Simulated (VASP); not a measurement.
# C (Fdd2) in VASP: a series of runs

The runs below take C through relaxation of cell and atoms, single point, with PBE.

Everything below comes from runs of VASP 6.6.1. Logs are shortened: lines on timing, memory, paths and dates and some standing lists are left out, and cuts for length are marked.

**1. The cell of the first run**

It takes space group Fdd2 (No. 43, orthorhombic). The conventional cell has a = 5.085 Å, b = 9.912 Å, c = 3.275 Å, α = 90.00°, β = 90.00°, γ = 90.00°. C (site symmetry 2) has 4 C at 1.50 to 1.52 Å within 2.0 Å. Within 2.0 Å of C (site symmetry 1) lie 4 C at 1.50 to 1.54 Å.

The cell was built from a structure type or drawn by symmetry, and may not be a known phase.

**2. Relaxation of cell and atoms, PBE**

The input, INCAR:

```
SYSTEM = C
ALGO     = Normal         ! electronic algorithm
EDIFF    = 1E-6           ! SCF threshold, eV
EDIFFG   = -0.04          ! ionic threshold
ENCUT    = 600            ! plane-wave cutoff, eV
GGA      = PE             ! functional
IBRION   = 2              ! ionic algorithm
ISIF     = 3              ! what is computed and relaxed
ISMEAR   = 0              ! smearing method
LASPH    = .TRUE.         ! aspherical terms in the spheres
LCHARG   = .FALSE.        ! write CHGCAR
LREAL    = .FALSE.        ! projectors in reciprocal space
LWAVE    = .FALSE.        ! write WAVECAR
NELM     = 80             ! most SCF steps
NSW      = 90             ! ionic steps
PREC     = Accurate       ! precision mode
SIGMA    = 0.1            ! smearing width, eV
```

The input, KPOINTS:

```
k-points
0
G
  6 6 6
  0 0 0
```

The input, POSCAR:

```
C
1.0
    0.0000000000      4.9558379500      1.6377032800
    2.5424914600      0.0000000000      1.6377032800
    2.5424914600      4.9558379500      0.0000000000
C
6
Direct
    0.2431710100      0.2431710100      0.2568289900
    0.9931710100      0.9931710100      0.0068289900
    0.9870180000      0.5116720200      0.2334170000
    0.5116720200      0.9870180000      0.2678929800
    0.9821070200      0.0165830000      0.7383279800
    0.0165830000      0.9821070200      0.2629820000
```

Potentials or basis: VASP PAW PBE potentials, release 64 (C).

Command:

```console
$ cat potpaw_PBE.64/C/POTCAR > POTCAR
$ mpirun -np 1 vasp_std > vasp.out
```

OUTCAR:

```text
SYSTEM = C
   EDIFF = 1E-6
   EDIFFG = -0.04
   ENCUT = 600
   GGA = PE
   IBRION = 2
   ISIF = 3
   ISMEAR = 0
   LASPH = .TRUE.
   LREAL = .FALSE.
   NELM = 80
   NSW = 90
   PREC = Accurate

 ion  position               nearest neighbor table
   1  0.243  0.243  0.257-   5 1.50   6 1.50   3 1.52   4 1.52
   2  0.993  0.993  0.007-   3 1.50   4 1.50   5 1.52   6 1.52
   3  0.987  0.512  0.233-   2 1.50   1 1.52   6 1.54   6 1.54
   4  0.512  0.987  0.268-   2 1.50   1 1.52   5 1.54   5 1.54
   5  0.982  0.017  0.738-   1 1.50   2 1.52   4 1.54   4 1.54
   6  0.017  0.982  0.263-   1 1.50   2 1.52   3 1.54   3 1.54

  LATTYP: Found a face centered orthorhombic cell.
 ALAT       =     3.2754065600
 B/A-ratio  =     1.5524738156
 C/A-ratio  =     3.0260902634

  Lattice vectors:

 A1 = (   2.5424914600,   4.9558379500,   0.0000000000)
 A2 = (   0.0000000000,   4.9558379500,   1.6377032800)
 A3 = (   2.5424914600,   0.0000000000,   1.6377032800)

Analysis of symmetry for initial positions (statically):
=====================================================================
 Subroutine PRICEL returns:
 Original cell was already a primitive cell.

 Routine SETGRP: Setting up the symmetry group for a
 face centered orthorhombic supercell.

 Subroutine GETGRP returns: Found  4 space group operations
 (whereof  2 operations were pure point group operations)
 out of a pool of  8 trial point group operations.

The static configuration has the point symmetry C_2 .
 The point group associated with its full space group is C_2v.

Analysis of symmetry for dynamics (positions and initial velocities):
=====================================================================
 Subroutine PRICEL returns:
 Original cell was already a primitive cell.

 Routine SETGRP: Setting up the symmetry group for a
 face centered orthorhombic supercell.

 Subroutine GETGRP returns: Found  4 space group operations
 (whereof  2 operations were pure point group operations)
 out of a pool of  8 trial point group operations.

The dynamic configuration has the point symmetry C_2 .
 The point group associated with its full space group is C_2v.

 Subroutine INISYM returns: Found  4 space group operations
 (whereof  2 operations are pure point group operations),
 and found     1 'primitive' translations

----------------------------------------------------------------------------------------

                                     Primitive cell

  volume of cell :      41.2707

  direct lattice vectors                    reciprocal lattice vectors
     0.000000000  4.955837950  1.637703280    -0.196657494  0.100891112  0.305305611
     2.542491460  0.000000000  1.637703280     0.196657494 -0.100891112  0.305305611
     2.542491460  4.955837950  0.000000000     0.196657494  0.100891112 -0.305305611

  length of vectors
     5.219425430  3.024290802  5.569972407     0.376914715  0.376914715  0.376914715

  position of ions in fractional coordinates (direct lattice)
     0.243171010  0.243171010  0.256828990
     0.993171010  0.993171010  0.006828990
     0.987018000  0.511672020  0.233417000
     0.511672020  0.987018000  0.267892980
     0.982107020  0.016583000  0.738327980
     0.016583000  0.982107020  0.262982000

  ion indices of the primitive-cell ions
   primitive index   ion index
                 1           1
                 2           2
                 3           3
                 4           4
                 5           5
                 6           6

----------------------------------------------------------------------------------------

 KPOINTS: k-points

Automatic generation of k-mesh.
 Grid dimensions read from file:
 generate k-points for:    6    6    6

 Generating k-lattice:

  Cartesian coordinates                     Fractional coordinates (reciprocal lattice)
    -0.032776249  0.016815185  0.050884268     0.166666667  0.000000000 -0.000000000
     0.032776249 -0.016815185  0.050884268     0.000000000  0.166666667  0.000000000
     0.032776249  0.016815185 -0.050884268    -0.000000000  0.000000000  0.166666667

  Length of vectors
     0.062819119  0.062819119  0.062819119

  Shift w.r.t. Gamma in fractional coordinates (k-lattice)
     0.000000000  0.000000000  0.000000000

 Subroutine IBZKPT returns following result:
 ===========================================

 Found     46 irreducible k-points:

 Following reciprocal coordinates:
            Coordinates               Weight
  0.000000  0.000000  0.000000      1.000000
  0.166667 -0.000000 -0.000000      8.000000
  0.333333  0.000000  0.000000      8.000000
  0.500000 -0.000000 -0.000000      4.000000
  0.166667  0.166667  0.000000      2.000000
  0.333333  0.166667 -0.000000      8.000000
[... 16 lines left out ...]
 -0.166667  0.166667  0.166667      8.000000
  0.500000  0.333333  0.166667      4.000000
 [... further k-points ...]
   k-points           NKPTS =     46   k-points in BZ     NKDIM =     46   number of bands    NBANDS=     16
   number of dos      NEDOS =    301   number of ions     NIONS =      6
   total plane-waves  NPLWV =  48384
   dimension x,y,z NGX =    42 NGY =   24 NGZ =   48
   dimension x,y,z NGXF=    84 NGYF=   48 NGZF=   96
   ions per type =               6
   NGX,Y,Z   is equivalent  to a cutoff of  13.38, 13.19, 14.33 a.u.
   NGXF,Y,Z  is equivalent  to a cutoff of  26.76, 26.39, 28.65 a.u.
 SYSTEM =  C
   PREC   = accura    normal or accurate (medium, high low for compatibility)
   ISTART =      0    job   : 0-new  1-cont  2-samecut
   ICHARG =      2    charge: 1-file 2-atom 10-const
   ISPIN  =      1    spin polarized calculation?
   LNONCOLLINEAR =      F non collinear calculations
   LSORBIT =      F    spin-orbit coupling
   LASPH  =      T    aspherical Exc in radial PAW
   ENCUT  =  600.0 eV  44.10 Ry    6.64 a.u.  10.42  6.04 11.12*2*pi/ulx,y,z
   NELM   =     80;   NELMIN=  2; NELMDL= -5     # of ELM steps
   EDIFF  = 0.1E-05   stopping-criterion for ELM
   LREAL  =      F    real-space projection
   EDIFFG = -.4E-01   stopping-criterion for IOM
   NSW    =     90    number of steps for IOM
   IBRION =      2    ionic relax: 0-MD 1-quasi-New 2-CG
   NFREE  =      1    steps in history (QN), initial steepest desc. (CG)
   ISIF   =      3    stress and relaxation
   ISYM   =      2    0-nonsym 1-usesym 2-fastsym
   POTIM  = 0.5000    time-step for ionic-motion
   TEBEG  =    0.0;   TEEND  =   0.0 temperature during run
   PSTRESS=    0.0 pullay stress
   NELECT =      24.0000    total number of electrons
   NUPDOWN=      -1.0000    fix difference up-down
   EMIN   =  10.00;   EMAX   =-10.00  energy-range for DOS
   EFERMI =   0.00;   METHOD = LEGACY
   ISMEAR =     0;   SIGMA  =   0.10  broadening in eV -4-tet -1-fermi 0-gaus
   EFERMI_NEDOS =   21; number of points for ismear=-14 and -15
   IALGO  =     38    algorithm
   IMIX   =      4    mixing-type and parameters
     AMIX     =   0.40;   BMIX     =  1.00
     AMIX_MAG =   1.60;   BMIX_MAG =  1.00
  volume/ion in A,a.u.               =       6.88        46.42
  Fermi-wavevector in a.u.,A,eV,Ry     =   1.366463  2.582241 25.405097  1.867222
  Thomas-Fermi vector in A             =   2.492602
   LORBIT       =      0    0 simple, 1 ext, 2 COOP (PROOUT), +10 PAW based schemes
   GGA     = PE    functional components
   LHFCALC =     F    Hartree Fock is set to
   AEXX    =    0.0000 exact exchange contribution
   IVDW    =     0    specifies the selected vdW correction
   LEPSILON=     F    determine dielectric tensor
   LRPA    =     F    only Hartree local field effects (RPA)
 conjugate gradient relaxation of ions
 non-spin polarized calculation
 Gauss-broadening in eV      SIGMA  =   0.10
  energy-cutoff  :      600.00
  volume of cell :       41.27
 maximum number of plane-waves:      1406
 NGX is ok and might be reduce to    42
   NGX = 21   NGY = 13   NGZ = 23

--------------------------------------- Ionic step        1  -------------------------------------------

 number of electron      24.0000000 magnetization

 Free energy of the ion-electron system (eV)
  ---------------------------------------------------
  ext. energy  EPLUGINS =         0.00000000
  ---------------------------------------------------
  free energy    TOTEN  =       -41.07169473 eV

  energy without entropy =      -41.07037197  energy(sigma->0) =      -41.07103335

------------------------ aborting loop because EDIFF is reached ----------------------------------------

  FORCE on cell =-STRESS in cart. coord.  units (eV):
  Direction    XX          YY          ZZ          XY          YZ          ZX
  --------------------------------------------------------------------------------------
  -------------------------------------------------------------------------------------
  Total        9.5526740     -0.6746522      4.8018170      0.0000000      0.0000000      0.0000000
  in kB      370.8461081    -26.1907951    186.4122167      0.0000000      0.0000000      0.0000000
  external PRESSURE =     177.0225099 kB  Pullay stress =       0.0000000 kB
[... 101 lines left out ...]
  FREE ENERGIE OF THE ION-ELECTRON SYSTEM (eV)
  ---------------------------------------------------
  free  energy   TOTEN  =       -42.7019171691 eV

  energy  without entropy=      -42.7013929382  energy(sigma->0) =      -42.70165505

[... ionic steps 4 to 15 ...]

--------------------------------------- Ionic step       16  -------------------------------------------

 number of electron      23.9999999 magnetization

------------------------ aborting loop because EDIFF is reached ----------------------------------------

  FORCE on cell =-STRESS in cart. coord.  units (eV):
  Direction    XX          YY          ZZ          XY          YZ          ZX
  --------------------------------------------------------------------------------------
  -------------------------------------------------------------------------------------
  Total        0.1110337      0.3304873      0.2162097      0.0000000      0.0000000      0.0000000
  in kB        3.9925745     11.8837401      7.7745174      0.0000000      0.0000000      0.0000000
  external PRESSURE =       7.8836107 kB  Pullay stress =       0.0000000 kB
[... 65 lines left out ...]
  energy  without entropy=      -45.0320621872  energy(sigma->0) =      -45.03206219

--------------------------------------- Ionic step       18  -------------------------------------------

 number of electron      23.9999999 magnetization

 Free energy of the ion-electron system (eV)
  ---------------------------------------------------
  ext. energy  EPLUGINS =         0.00000000
  ---------------------------------------------------
  free energy    TOTEN  =       -45.03251210 eV

  energy without entropy =      -45.03251210  energy(sigma->0) =      -45.03251210

 E-fermi :   6.1777     XC(G=0): -11.5623

 val. band max:        5.7284307454   @ k =  -0.1667   0.3333   0.3333
 cond. band min:       7.4906762590   @ k =   0.0000   0.3333   0.3333
 fundamental gap:      1.7622455135
 Fermi energy:         6.1777365010

 k-point     1 :       0.0000    0.0000    0.0000
  band No.  band energies     occupation
      1     -14.6437      2.00000
      2     -10.8083      2.00000
      3      -9.5688      2.00000
      4      -5.7622      2.00000
      5      -1.6095      2.00000
      6      -0.0044      2.00000
[... 8 lines left out ...]
     15      11.6600      0.00000
     16      13.1558      0.00000
[... 420 lines left out ...]
  band No.  band energies     occupation
      1     -12.9388      2.00000
      2     -10.8700      2.00000
      3      -9.2935      2.00000
      4      -7.8700      2.00000
      5      -3.2310      2.00000
      6      -1.9855      2.00000
[... 8 lines left out ...]
     15      11.7558      0.00000
     16      13.0784      0.00000

 [... further k-points ...]

------------------------ aborting loop because EDIFF is reached ----------------------------------------

  FORCE on cell =-STRESS in cart. coord.  units (eV):
  Direction    XX          YY          ZZ          XY          YZ          ZX
  --------------------------------------------------------------------------------------
  -------------------------------------------------------------------------------------
  Total       -0.0181861      0.0266263      0.0191093      0.0000000      0.0000000      0.0000000
  in kB       -0.6525711      0.9554283      0.6856961      0.0000000      0.0000000      0.0000000
  external PRESSURE =       0.3295178 kB  Pullay stress =       0.0000000 kB
[... 21 lines left out ...]
  FREE ENERGIE OF THE ION-ELECTRON SYSTEM (eV)
  ---------------------------------------------------
  free  energy   TOTEN  =       -45.0325120980 eV

  energy  without entropy=      -45.0325120980  energy(sigma->0) =      -45.03251210

 reached required accuracy - stopping structural energy minimisation
```

Run time: 16 min. Hardware: 1 thread of Intel Xeon 8259CL, shared host; peak memory 0.21 GiB.

Results:

```yaml
Free_energy: -45.0325 eV
Relaxed_volume: 7.44 Å³/atom
Relaxed_cell: a = 5.058 Å, b = 3.133 Å, c = 5.064 Å, α = 71.87°, β = 36.06°, γ = 72.07°
Space_group_after_relaxing_to_0.1_Å: Fdd2 (No. 43)
Energy_gained_by_relaxing: 660.1 meV/atom
Ionic_steps: 18
Pressure_after_relaxing: 0.0 GPa
Largest_force_after_relaxing: 0.010 eV/Å
Band_gap_on_the_k_mesh: 1.76 eV (least direct gap 1.78 eV)
```

Forces in eV/Å, atoms in the order of the input:
```
C    0.000  0.000 -0.010
C    0.000  0.000 -0.010
C   -0.006 -0.001  0.005
C    0.006  0.001  0.005
C    0.006 -0.001  0.005
C   -0.006  0.001  0.005
```

Stress tensor (GPa, compression positive):
```
-0.07  0.00  0.00
 0.00  0.10  0.00
 0.00  0.00  0.07
```

Step by step:
```csv
step,energy change (eV),largest force (eV/Å),pressure (GPa),volume (Å³)
1,0.0000,2.9779,17.70,41.27
2,-1.5966,1.9223,-0.43,45.91
3,-1.6302,2.0178,-1.86,46.63
4,-2.3109,0.8350,-15.37,48.10
5,-2.3205,0.9974,-16.89,48.30
6,-2.8777,1.4397,-4.34,45.80
7,-3.0163,1.9528,6.28,44.02
8,-3.5337,0.3289,5.65,43.62
9,-3.6423,0.9912,6.23,43.21
10,-3.8341,0.8735,-3.40,44.28
11,-3.8441,1.0192,-5.66,44.55
12,-3.9407,0.2452,3.61,43.89
13,-3.9432,0.1561,2.37,43.98
14,-3.9593,0.0372,1.17,44.41
15,-3.9605,0.0553,0.74,44.57
16,-3.9605,0.0534,0.79,44.56
17,-3.9604,0.0800,-0.81,44.75
18,-3.9608,0.0102,0.03,44.65
```

Final structure:
```
C
1.0
     0.00000    4.55033    2.20831
     2.22172    0.00000    2.20831
     2.22172    4.55033    0.00000
C
6
Cartesian
  1.1109 2.2752 0.9597
  2.2217 4.5503 4.2721
  2.1056 5.7552 3.3667
  2.3378 3.3454 3.3667
  3.4487 3.4801 2.2626
  0.9948 5.6206 2.2626
```

(Continued in part 2 of 2.)
